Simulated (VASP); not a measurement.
Runs of VASP 6.6.1 on CoO. The structure is that of space group Fm-3m (No. 225), or close to it. The cells are those of the table. 

| task | level | spin | U | cell | cutoff (eV) | smearing | gap on the mesh (eV) | pressure (GPa) |
| --- | --- | --- | --- | --- | --- | --- | --- | --- |
| relaxation of cell and atoms | PBEsol | off | - | relaxed from a = 2.996 Å, angles 60.3°, 2 atoms | 600 | gaussian 0.1 eV | none | 0.0 |
| single point | PBEsol | off | - | a = 2.854 Å, angles 60.0°, 2 atoms | 520 | gaussian 0.1 eV | none | 0.1 |
| single point | PBEsol+U | collinear, ferromagnetic start | Co d U = 3.0 eV | a = 2.996 Å, angles 60.3°, 2 atoms | 520 | gaussian 0.05 eV | none | -7.5 |
| single point | PBEsol | off | - | a = 2.996 Å, angles 60.3°, 2 atoms | 520 | gaussian 0.1 eV | none | (a) |

Alike in all rows: potentials or basis VASP PAW PBE potentials, release 64 (Co, O); k mesh 18 × 18 × 18.

Q: Fill in the values left out.

A: (a) -27.5.

Caveats: the PAW data sets were made with another functional, which shifts forces and pressure a little; an odd number of electrons without spin polarisation forces a metal (at least some runs); a magnetic or distorted state may lie lower (at least some runs); semilocal functionals often make such compounds metallic where correlation or magnetic order opens a gap, which also shifts bond lengths (at least some runs); the cell stands under tension (at least some runs); a cell with one magnetic atom can't hold antiferromagnetic order, which such compounds often take (at least some runs).

A gap of «none» marks levels without a gap at the run's occupations.
